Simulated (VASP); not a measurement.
Here is a VASP 6.6.1 calculation.

INCAR

```
PREC     = Accurate       # precision mode
ENCUT    = 520            # plane-wave cutoff, eV
EDIFF    = 1E-6           # SCF threshold, eV
ISMEAR   = -1             # smearing method
SIGMA    = 0.1            # smearing width, eV
LREAL    = False          # projectors in reciprocal space
LASPH    = True           # aspherical terms in the spheres
NELM     = 60             # most SCF steps
ALGO     = Normal         # electronic algorithm
ISIF     = 2              # what is computed and relaxed
LWAVE    = False          # write WAVECAR
LCHARG   = False          # write CHGCAR
GGA      = PS             # functional
NBANDS   = 28             # bands
```

File KPOINTS:

```
Automatic mesh
0
Gamma
  8 8 8
```

File POSCAR:

```
BaZrO3
1.0
    4.1806150134      0.0000000000      0.0000000000
    0.0000000000      4.1806150134      0.0000000000
    0.0000000000      0.0000000000      4.1806150134
Ba Zr O
1 1 3
Direct
    0.0000000000      0.0000000000      0.0000000000
    0.5000000000      0.5000000000      0.5000000000
    0.0000000000      0.5000000000      0.5000000000
    0.5000000000      0.0000000000      0.5000000000
    0.5000000000      0.5000000000      0.0000000000
```

Potentials or basis: VASP PAW PBE potentials, release 64 (Ba_sv, Zr_sv, O).

Command:

```sh
$ cat potpaw_PBE.64/Ba_sv/POTCAR potpaw_PBE.64/Zr_sv/POTCAR potpaw_PBE.64/O/POTCAR > POTCAR
$ mpirun -np 1 vasp_std > vasp.out
```

(1) Predict the pressure.

(2) What does it give for the band gap on the k mesh?

Answers

(1) 1.2 GPa.

(2) 3.12 eV, indirect (least direct gap 3.33 eV).

Caveat: the PAW data sets were made with another functional, which shifts forces and pressure a little; spin-orbit coupling is left out, which moves the levels of the heavy elements.
